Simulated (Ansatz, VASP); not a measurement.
One calculation of As, two programs

```
As
1.0
     1.79411    1.03583    5.07294
    -1.79411    1.03583    5.07294
     0.00000   -2.07166    5.07294
As
2
Direct
  0.21152 0.21152 0.21152
  0.78848 0.78848 0.78848
```

Alike in both runs: functional r2SCAN; k mesh 15 × 15 × 15; occupations gaussian, width 0.1 eV; no spin polarisation.

Ansatz relaxed the structure, and its values are those at the end. VASP's run is a single point on that final structure, the one shown.

|  | VASP | Ansatz |
| --- | --- | --- |
| version | VASP 6.6.1 | Ansatz 0.2.0 |
| potentials or method | VASP PAW PBE potentials, release 64 (As), cutoff 520 eV | scalar-relativistic, plane waves, PAW |
| valence electrons in the cell | 10 | 30 |

```csv
,VASP,Ansatz,Ansatz less VASP
gap on the k mesh at the Fermi level (eV),0.59,0.61,+0.023
least direct gap on the mesh (eV),1.27,1.31,+0.046
pressure (GPa),0.1,0.0,-0.13
rms of the force components (eV/Å),0.035,0.000,-0.0354
```

VASP's potentials were made for PBE, not for r2SCAN. VASP's potentials hold 10 valence electrons a cell and Ansatz's 30, so a difference there can come from the potentials and not from the codes.
